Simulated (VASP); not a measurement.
# BiTe (R-3m) in VASP: a series of runs, part 3 of 3

VASP 6.6.1.

### 5 Single point, PBEsol (volume scaled by 1.04)

INCAR

```
SYSTEM = BiTe
PREC = Accurate ; ENCUT = 520
EDIFF = 1E-6 ; ISMEAR = -1
SIGMA = 0.05 ; LREAL = .FALSE.
LASPH = .TRUE. ; NELM = 100
ALGO = Normal ; ISIF = 2
LWAVE = .FALSE. ; LCHARG = .TRUE.
GGA = PS ; LELF = .TRUE.
LVHAR = .TRUE. ; NBANDS = 18
```

KPOINTS

```
regular mesh
0
G
  7 7 7
  0 0 0
```

POSCAR

```
BiTe
1.0
    2.4545891627      1.4171577139      3.3609455389
   -2.4545891627      1.4171577139      3.3609455389
    0.0000000000     -2.8343154277      3.3609455389
Bi Te
1 1
Direct
    0.5000000000      0.5000000000      0.5000000000
    0.0000000000      0.0000000000      0.0000000000
```

Potentials or basis: VASP PAW PBE potentials, release 64 (Bi_d, Te).

The run is started by

```bash
cat potpaw_PBE.64/Bi_d/POTCAR potpaw_PBE.64/Te/POTCAR > POTCAR
mpirun -np 1 vasp_std > vasp.out
```

OUTCAR:

```text
SYSTEM = BiTe
   PREC = Accurate
   ENCUT = 520
   EDIFF = 1E-6
   ISMEAR = -1
   LREAL = .FALSE.
   LASPH = .TRUE.
   NELM = 100
   ISIF = 2
   GGA = PS

 ion  position               nearest neighbor table
   1  0.500  0.500  0.500-   2 3.30   2 3.30   2 3.30   2 3.30   2 3.30   2 3.30
   2  0.000  0.000  0.000-   1 3.30   1 3.30   1 3.30   1 3.30   1 3.30   1 3.30

  LATTYP: Found a trigonal (rhomboedric) cell.
 ALAT       =     4.3965098498
 COS(alpha) =     0.3765932224

  Lattice vectors:

 A1 = (   2.4545891627,   1.4171577139,   3.3609455389)
 A2 = (  -2.4545891627,   1.4171577139,   3.3609455389)
 A3 = (   0.0000000000,  -2.8343154277,   3.3609455389)

Analysis of symmetry for initial positions (statically):
=====================================================================
 Subroutine PRICEL returns:
 Original cell was already a primitive cell.

 Routine SETGRP: Setting up the symmetry group for a
 trigonal (rhombohedral) supercell.

 Subroutine GETGRP returns: Found 12 space group operations
 (whereof 12 operations were pure point group operations)
 out of a pool of 12 trial point group operations.

The static configuration has the point symmetry D_3d.

Analysis of symmetry for dynamics (positions and initial velocities):
=====================================================================
 Subroutine PRICEL returns:
 Original cell was already a primitive cell.

 Routine SETGRP: Setting up the symmetry group for a
 trigonal (rhombohedral) supercell.

 Subroutine GETGRP returns: Found 12 space group operations
 (whereof 12 operations were pure point group operations)
 out of a pool of 12 trial point group operations.

The dynamic configuration has the point symmetry D_3d.

 Subroutine INISYM returns: Found 12 space group operations
 (whereof 12 operations are pure point group operations),
 and found     1 'primitive' translations

----------------------------------------------------------------------------------------

                                     Primitive cell

  volume of cell :      70.1471

  direct lattice vectors                    reciprocal lattice vectors
     2.454589163  1.417157714  3.360945539     0.203700076  0.117606294  0.099178439
    -2.454589163  1.417157714  3.360945539    -0.203700076  0.117606294  0.099178439
     0.000000000 -2.834315428  3.360945539     0.000000000 -0.235212588  0.099178439

  length of vectors
     4.396509850  4.396509850  4.396509850     0.255267163  0.255267163  0.255267163

  position of ions in fractional coordinates (direct lattice)
     0.500000000  0.500000000  0.500000000
     0.000000000  0.000000000  0.000000000

  ion indices of the primitive-cell ions
   primitive index   ion index
                 1           1
                 2           2

----------------------------------------------------------------------------------------

 KPOINTS: regular mesh

Automatic generation of k-mesh.
 Grid dimensions read from file:
 generate k-points for:    7    7    7

 Generating k-lattice:

  Cartesian coordinates                     Fractional coordinates (reciprocal lattice)
     0.029100011  0.016800899  0.014168348     0.142857143  0.000000000  0.000000000
    -0.029100011  0.016800899  0.014168348     0.000000000  0.142857143  0.000000000
     0.000000000 -0.033601798  0.014168348     0.000000000  0.000000000  0.142857143

  Length of vectors
     0.036466738  0.036466738  0.036466738

  Shift w.r.t. Gamma in fractional coordinates (k-lattice)
     0.000000000  0.000000000  0.000000000

 Subroutine IBZKPT returns following result:
 ===========================================

 Found     44 irreducible k-points:

 Following reciprocal coordinates:
            Coordinates               Weight
  0.000000  0.000000  0.000000      1.000000
  0.142857  0.000000 -0.000000      6.000000
  0.285714  0.000000 -0.000000      6.000000
  0.428571 -0.000000 -0.000000      6.000000
  0.142857  0.142857  0.000000      6.000000
  0.285714  0.142857 -0.000000     12.000000
[... 16 lines left out ...]
  0.285714  0.285714  0.142857      6.000000
  0.428571  0.285714  0.142857     12.000000
 [... further k-points ...]
   k-points           NKPTS =     44   k-points in BZ     NKDIM =     44   number of bands    NBANDS=     18
   number of dos      NEDOS =    301   number of ions     NIONS =      2
   total plane-waves  NPLWV =  46656
   dimension x,y,z NGX =    36 NGY =   36 NGZ =   36
   dimension x,y,z NGXF=    72 NGYF=   72 NGZF=   72
   ions per type =               1   1
   NGX,Y,Z   is equivalent  to a cutoff of  13.61, 13.61, 13.61 a.u.
   NGXF,Y,Z  is equivalent  to a cutoff of  27.23, 27.23, 27.23 a.u.
 SYSTEM =  BiTe
   PREC   = accura    normal or accurate (medium, high low for compatibility)
   ISTART =      0    job   : 0-new  1-cont  2-samecut
   ICHARG =      2    charge: 1-file 2-atom 10-const
   ISPIN  =      1    spin polarized calculation?
   LNONCOLLINEAR =      F non collinear calculations
   LSORBIT =      F    spin-orbit coupling
   LASPH  =      T    aspherical Exc in radial PAW
   ENCUT  =  520.0 eV  38.22 Ry    6.18 a.u.   8.17  8.17  8.17*2*pi/ulx,y,z
   NELM   =    100;   NELMIN=  2; NELMDL= -5     # of ELM steps
   EDIFF  = 0.1E-05   stopping-criterion for ELM
   LREAL  =      F    real-space projection
   EDIFFG = 0.1E-04   stopping-criterion for IOM
   NSW    =      0    number of steps for IOM
   IBRION =     -1    ionic relax: 0-MD 1-quasi-New 2-CG
   NFREE  =      0    steps in history (QN), initial steepest desc. (CG)
   ISIF   =      2    stress and relaxation
   ISYM   =      2    0-nonsym 1-usesym 2-fastsym
   POTIM  = 0.5000    time-step for ionic-motion
   TEBEG  =    0.0;   TEEND  =   0.0 temperature during run
   PSTRESS=    0.0 pullay stress
   NELECT =      21.0000    total number of electrons
   NUPDOWN=      -1.0000    fix difference up-down
   EMIN   =  10.00;   EMAX   =-10.00  energy-range for DOS
   EFERMI =   0.00;   METHOD = LEGACY
   ISMEAR =    -1;   SIGMA  =   0.05  broadening in eV -4-tet -1-fermi 0-gaus
   EFERMI_NEDOS =   21; number of points for ismear=-14 and -15
   IALGO  =     38    algorithm
   IMIX   =      4    mixing-type and parameters
     AMIX     =   0.40;   BMIX     =  1.00
     AMIX_MAG =   1.60;   BMIX_MAG =  1.00
  volume/ion in A,a.u.               =      35.07       236.69
  Fermi-wavevector in a.u.,A,eV,Ry     =   1.095161  2.069554 16.318527  1.199378
  Thomas-Fermi vector in A             =   2.231480
   LORBIT       =      0    0 simple, 1 ext, 2 COOP (PROOUT), +10 PAW based schemes
   GGA     = PS    functional components
   LHFCALC =     F    Hartree Fock is set to
   AEXX    =    0.0000 exact exchange contribution
   IVDW    =     0    specifies the selected vdW correction
   LEPSILON=     F    determine dielectric tensor
   LRPA    =     F    only Hartree local field effects (RPA)
 non-spin polarized calculation
  energy-cutoff  :      520.00
  volume of cell :       70.15
 maximum number of plane-waves:      1905
 NGX is ok and might be reduce to    36
   NGX = 17   NGY = 17   NGZ = 17

 number of electron      21.0000000 magnetization

 Free energy of the ion-electron system (eV)
  ---------------------------------------------------
  ext. energy  EPLUGINS =         0.00000000
  ---------------------------------------------------
  free energy    TOTEN  =        -7.92206288 eV

  energy without entropy =       -7.91034855  energy(sigma->0) =       -7.91620572

 E-fermi :   6.0415     XC(G=0):  -9.4595

 val. band max:        5.9917206937   @ k =  -0.4286   0.2857   0.2857
 cond. band min:       6.1234538493   @ k =  -0.2857   0.4286   0.1429
 fundamental gap:      0.1317331557
 Fermi energy:         6.0414797840

 k-point     1 :       0.0000    0.0000    0.0000
  band No.  band energies     occupation
      1     -17.0886      2.00000
      2     -17.0886      2.00000
      3     -17.0729      2.00000
      4     -17.0729      2.00000
      5     -17.0589      2.00000
      6      -7.1840      2.00000
[... 10 lines left out ...]
     17      12.6568      0.00000
     18      12.8950      0.00000

 k-point     2 :       0.1429    0.0000   -0.0000
  band No.  band energies     occupation
      1     -17.0885      2.00000
      2     -17.0883      2.00000
      3     -17.0737      2.00000
      4     -17.0717      2.00000
      5     -17.0586      2.00000
      6      -7.0192      2.00000
[... 10 lines left out ...]
     17      12.9977      0.00000
     18      13.6329      0.00000
[... 442 lines left out ...]
 k-point    24 :       0.4286    0.2857    0.1429
  band No.  band energies     occupation
      1     -17.0917      2.00000
      2     -17.0881      2.00000
      3     -17.0723      2.00000
      4     -17.0637      2.00000
      5     -17.0578      2.00000
      6      -6.0391      2.00000
[... 10 lines left out ...]
     17      15.0031      0.00000
     18      16.0596      0.00000

 [... further k-points ...]
[... 5 lines left out ...]
  --------------------------------------------------------------------------------------
  -------------------------------------------------------------------------------------
  Total       -1.8177809     -1.8177809     -1.5262820      0.0000000     -0.0000000      0.0000000
  in kB      -41.5185718    -41.5185718    -34.8606639      0.0000000     -0.0000000      0.0000000
  external PRESSURE =     -39.2992692 kB  Pullay stress =       0.0000000 kB

 VOLUME and BASIS-vectors are now :
 -----------------------------------------------------------------------------
  energy-cutoff  :      520.00
  volume of cell :       70.15
      direct lattice vectors                 reciprocal lattice vectors
     2.454589163  1.417157714  3.360945539     0.203700076  0.117606294  0.099178439
    -2.454589163  1.417157714  3.360945539    -0.203700076  0.117606294  0.099178439
     0.000000000 -2.834315428  3.360945539     0.000000000 -0.235212588  0.099178439

 POSITION                                       TOTAL-FORCE (eV/Angst)
 -----------------------------------------------------------------------------------
      0.00000      0.00000      5.04142         0.000000      0.000000     -0.000000
      0.00000      0.00000      0.00000        -0.000000     -0.000000      0.000000
 -----------------------------------------------------------------------------------
    total drift:                               -0.000000     -0.000000      0.000000

  FREE ENERGIE OF THE ION-ELECTRON SYSTEM (eV)
  ---------------------------------------------------
  free  energy   TOTEN  =        -7.9220628815 eV

  energy  without entropy=       -7.9103485492  energy(sigma->0) =       -7.91620572
```

OSZICAR:

```text
N       E                     dE             d eps       ncg     rms          rms(c)
DAV:   1     0.156492376804E+03    0.15649E+03   -0.98053E+03  1584   0.111E+03
DAV:   2     0.403979712698E+01   -0.15245E+03   -0.14829E+03  1690   0.302E+02
DAV:   3    -0.762608203856E+01   -0.11666E+02   -0.11567E+02  1924   0.879E+01
DAV:   4    -0.796468999052E+01   -0.33861E+00   -0.33831E+00  1978   0.162E+01
DAV:   5    -0.797711898833E+01   -0.12429E-01   -0.12428E-01  2178   0.284E+00    0.579E+00
DAV:   6    -0.792169712910E+01    0.55422E-01   -0.17345E-01  2286   0.251E+00    0.357E+00
DAV:   7    -0.792235365096E+01   -0.65652E-03   -0.32432E-02  1844   0.934E-01    0.813E-01
DAV:   8    -0.792201112031E+01    0.34253E-03   -0.44465E-03  1920   0.457E-01    0.138E-01
DAV:   9    -0.792206587556E+01   -0.54755E-04   -0.54900E-04  1832   0.140E-01    0.522E-02
DAV:  10    -0.792206523548E+01    0.64008E-06   -0.31020E-05  2064   0.363E-02    0.329E-02
DAV:  11    -0.792206364389E+01    0.15916E-05   -0.18117E-05  2176   0.321E-02    0.621E-03
DAV:  12    -0.792206288147E+01    0.76243E-06   -0.35983E-06  1610   0.154E-02
   1 F= -.79220629E+01 E0= -.79162057E+01  d E =-.117143E-01
```

It took 45 s on 1 thread of Intel Xeon Platinum 8488C (Sapphire Rapids), shared host; peak memory 0.23 GiB.

Results:

```yaml
Free_energy: -7.9221 eV
Pressure: -3.9 GPa
```

Levels at points of the mesh, in eV from the Fermi level:
```csv
k point,band 8,band 9,band 10,band 11,band 12,band 13
"(0.00, 0.00, 0.00)",-2.78,-2.78,-1.52,1.80,2.40,2.40
```

Caveat: the PAW data sets were made with another functional, which shifts forces and pressure a little; spin-orbit coupling is left out, which moves the levels of the heavy elements.

### 6 Single point, PBEsol (volume scaled by 1.06)

INCAR

```
PREC = Accurate
ENCUT = 520
EDIFF = 1E-6
ISMEAR = -1
SIGMA = 0.05
LREAL = False
LASPH = True
NELM = 100
ALGO = Normal
ISIF = 2
LWAVE = False
LCHARG = True
GGA = PS
LELF = True
LVHAR = True
NBANDS = 18
```

KPOINTS

```
Automatic mesh
0
Gamma
  7 7 7
```

POSCAR

```
BiTe
1.0
    2.4702239101      1.4261844395      3.3823534125
   -2.4702239101      1.4261844395      3.3823534125
    0.0000000000     -2.8523688790      3.3823534125
Bi Te
1 1
Direct
    0.5000000000      0.5000000000      0.5000000000
    0.0000000000      0.0000000000      0.0000000000
```

Potentials or basis: VASP PAW PBE potentials, release 64 (Bi_d, Te).

The run is started by

```bash
cat potpaw_PBE.64/Bi_d/POTCAR potpaw_PBE.64/Te/POTCAR > POTCAR
mpirun -np 1 vasp_std > vasp.out
```

Wall time 46 s (1 thread of Intel Xeon Platinum 8488C (Sapphire Rapids), shared host); peak memory 0.22 GiB.

It converged, with:

```
Free energy : -7.8866 eV
Pressure    : -4.6 GPa
```

Stress tensor (GPa, compression positive):
```
-4.88  0.00  0.00
 0.00 -4.88  0.00
 0.00  0.00 -4.00
```

Levels at points of the mesh, in eV from the Fermi level:
| k point | band 8 | band 9 | band 10 | band 11 | band 12 | band 13 |
| --- | --- | --- | --- | --- | --- | --- |
| (0.00, 0.00, 0.00) | -2.72 | -2.72 | -1.49 | 1.76 | 2.36 | 2.36 |

Caveat: the PAW data sets were made with another functional, which shifts forces and pressure a little; spin-orbit coupling is left out, which moves the levels of the heavy elements.

### 7 Overview

| cell | gap on the mesh (eV) | pressure (GPa) |
| --- | --- | --- |
| a = 4.339 Å, angles 67.9°, 2 atoms | none | -2.3 |
| a = 4.368 Å, angles 67.9°, 2 atoms | none | -3.2 |
| a = 4.397 Å, angles 67.9°, 2 atoms | none | -3.9 |
| a = 4.425 Å, angles 67.9°, 2 atoms | none | -4.6 |

Alike in all rows: task single point; level PBEsol; potentials or basis VASP PAW PBE potentials, release 64 (Bi_d, Te); no spin polarisation; k mesh 7 × 7 × 7; cutoff (eV) 520; smearing fermi-dirac 0.05 eV.

Caveats: the PAW data sets were made with another functional, which shifts forces and pressure a little; spin-orbit coupling is left out, which moves the levels of the heavy elements.

Total energies depend on the potentials used, so only differences within one code and one set of settings carry meaning.
